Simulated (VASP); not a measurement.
Runs of VASP 6.6.1 on SiC. The structure is that of space group I-4m2 (No. 119), or close to it. The cells are those of the table. 

```tsv
cell	gap on the mesh (eV)	pressure (GPa)
a = 3.084, b = 3.084, c = 2.829 Å, angles 62.7, 62.7, 54.6°, 2 atoms	0.63	23.8
a = 3.019, b = 3.019, c = 2.829 Å, angles 62.1, 62.1, 55.9°, 2 atoms	0.84	37.3
a = 3.084, b = 3.084, c = 3.320 Å, angles 57.4, 57.4, 65.1°, 2 atoms	(c)	-14.7
a = 3.141, b = 3.141, c = 3.320 Å, angles 58.1, 58.1, 63.8°, 2 atoms	0.74	-20.5
a = 3.141, b = 3.141, c = 2.952 Å, angles 62.0, 62.0, 56.0°, 2 atoms	1.02	1.4
a = 2.954, b = 2.954, c = 3.075 Å, angles 58.6, 58.6, 62.7°, 2 atoms	0.79	23.0
a = 3.077, b = 3.077, c = 3.197 Å, angles 58.7, 58.7, 62.6°, 2 atoms	(b)	-7.4
a = 3.019, b = 3.019, c = 3.197 Å, angles 58.0, 58.0, 64.0°, 2 atoms	0.56	(a)
```

Alike in all rows: task single point; level r2SCAN; potentials or basis VASP PAW PBE potentials, release 64 (Si, C); no spin polarisation; k mesh 12 × 12 × 12; cutoff (eV) 520; smearing gaussian 0.05 eV.

Q: Fill in the values left out.

A: (a) 1.1; (b) 0.96; (c) 0.39.

Caveats: the PAW data sets were made with another functional, which shifts forces and pressure a little.

A k mesh can miss the band edges.
